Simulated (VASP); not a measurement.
NbAs: single point with PBEsol

The system is NbAs.

```
Nb As
1.0
    -1.71965    1.71965    5.79666
     1.71965   -1.71965    5.79666
     1.71965    1.71965   -5.79666
Nb As
2 2
Direct
  0.99875 0.99875 0.00000
  0.74875 0.24875 0.50000
  0.41725 0.41725 0.00000
  0.16725 0.66725 0.50000
```

```
Program                : VASP 6.6.1
Task                   : single point
Functional             : PBEsol
Potentials or basis    : VASP PAW PBE potentials, release 64 (Nb_sv, As)
Cutoff                 : 500 eV
k mesh                 : 18 × 18 × 18
Occupations            : gaussian, width 0.1 eV
Spin                   : no spin polarisation
Dipole correction      : no
Further INCAR settings : ALGO = Normal; EDIFF = 1e-06; NBANDS = 26
```

```yaml
Pressure: 0.1 GPa
Band_gap_on_the_k_mesh: zero (bands 18 and 19 overlap by 0.04 eV)
```

Stress tensor (GPa, compression positive):
```
0.17 0.00 0.00
0.00 0.17 0.00
0.00 0.00 0.07
```

Levels at points of the mesh, in eV from the Fermi level:
| k point | band 16 | band 17 | band 18 | band 19 | band 20 | band 21 |
| --- | --- | --- | --- | --- | --- | --- |
| (0.00, 0.00, 0.00) | -1.72 | -1.39 | -1.39 | 0.70 | 1.29 | 2.51 |
| (0.50, 0.00, 0.00) | -1.81 | -1.42 | -0.05 | 0.05 | 1.22 | 2.17 |
| (0.50, 0.50, 0.00) | -2.81 | -0.63 | -0.63 | 2.46 | 2.46 | 2.74 |
| (0.50, 0.50, 0.50) | -2.59 | -0.53 | -0.53 | 0.98 | 0.98 | 2.00 |

Wall time 13 min on 1 thread of Intel(R) Xeon(R) Platinum 8559C (Emerald Rapids) (shared host), peak memory 0.87 GiB.

Caveat: the PAW data sets were made with another functional, which shifts forces and pressure a little.
